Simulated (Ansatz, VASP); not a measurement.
## TiAl3 in VASP and in Ansatz

```
CELL_PARAMETERS angstrom
-1.92448 1.92448 4.31097
1.92448 -1.92448 4.31097
1.92448 1.92448 -4.31097
ATOMIC_POSITIONS crystal
Ti 0.00000 0.00000 0.00000
Al 0.75000 0.25000 0.50000
Al 0.25000 0.75000 0.50000
Al 0.50000 0.50000 0.00000
```

Change from the starting cell: species swapped into the Li3Cu type (I4/mmm, No. 139).

Alike in both runs: task single point; functional PBE; k mesh 6 × 6 × 6; occupations gaussian, width 0.1 eV; collinear spin.

```csv
,VASP,Ansatz
version,VASP 6.6.1,Ansatz 0.2.0
potentials or method,"VASP PAW PBE potentials, release 64 (Ti_sv, Al), cutoff 520 eV","scalar-relativistic, plane waves, PAW"
valence electrons in the cell,21,21
```

|  | VASP | Ansatz | Ansatz less VASP |
| --- | --- | --- | --- |
| gap on the k mesh at the Fermi level (eV) | none | none | - |
| pressure (GPa) | -0.2 | -0.2 | +0.04 |
| traceless stress, the component that is largest in VASP (GPa) | 0.20 | 0.20 | +0.002 |
| net moment per atom (μB) | 0.00 | 0.00 | 0.000 |

A gap of «none» marks a metal or a gap that the smearing closes. Ansatz's warnings: seeded moment not kept.

The k mesh is coarse, so the values compare programs but aren't converged.
